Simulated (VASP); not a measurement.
Here is a VASP 6.6.1 calculation.

POSCAR

```
AlN
1.0
    2.6946098825      0.0000000000      0.0000000000
   -1.3473049412      2.4533227623      0.0000000000
    0.0000000000      0.0000000000      4.8410108402
Al N
2 2
Direct
    0.0000000000      0.0000000000      0.0000000000
    0.0000000000      0.0000000000      0.5000000000
    0.3354838640      0.6709677280      0.2500000000
    0.6645161360      0.3290322720      0.7500000000
```

Contents of INCAR.step1:

```
ALGO = Normal ; EDIFF = 1E-4
ENCUT = 520 ; GGA = PE
ISMEAR = 0 ; LASPH = T
LCHARG = F ; LREAL = F
LWAVE = T ; NBANDS = 16
NELM = 100 ; PREC = Accurate
SIGMA = 0.01
```

INCAR.step2

```
ALGO = Normal ; EDIFF = 1E-7
ENCUT = 520 ; ISIF = 2
ISMEAR = 0 ; ISTART = 1
LASPH = T ; LCHARG = T
LELF = T ; LMIXTAU = T
LREAL = F ; LVHAR = T
LWAVE = F ; METAGGA = R2SCAN
NBANDS = 16 ; NELM = 100
PREC = Accurate ; SIGMA = 0.01
```

Contents of KPOINTS:

```
k-points
0
Gamma
  12 12 6
```

Potentials or basis: VASP PAW PBE potentials, release 64 (Al, N).

Launch:

```bash
$ cat potpaw_PBE.64/Al/POTCAR potpaw_PBE.64/N/POTCAR > POTCAR
$ cp INCAR.step1 INCAR
$ mpirun -np 1 vasp_std > vasp.out
$ cp INCAR.step2 INCAR
$ mpirun -np 1 vasp_std > vasp.out
```

Question: What does it give for the band gap on the k mesh?

Answer: 5.32 eV (least direct gap 6.12 eV).

Question: Predict the pressure.

Answer: 13.8 GPa.

Forces in eV/Å, atoms in the order of the input:
```
Al   0.000  0.000  0.000
Al   0.000  0.000  0.000
N    0.000 -0.002  0.000
N    0.000  0.002  0.000
```

Caveat: the cell differs from its parent crystal (uniaxial x strain -4.9%); the cell stands under pressure; the PAW data sets were made with another functional, which shifts forces and pressure a little. A k mesh can miss the band edges.
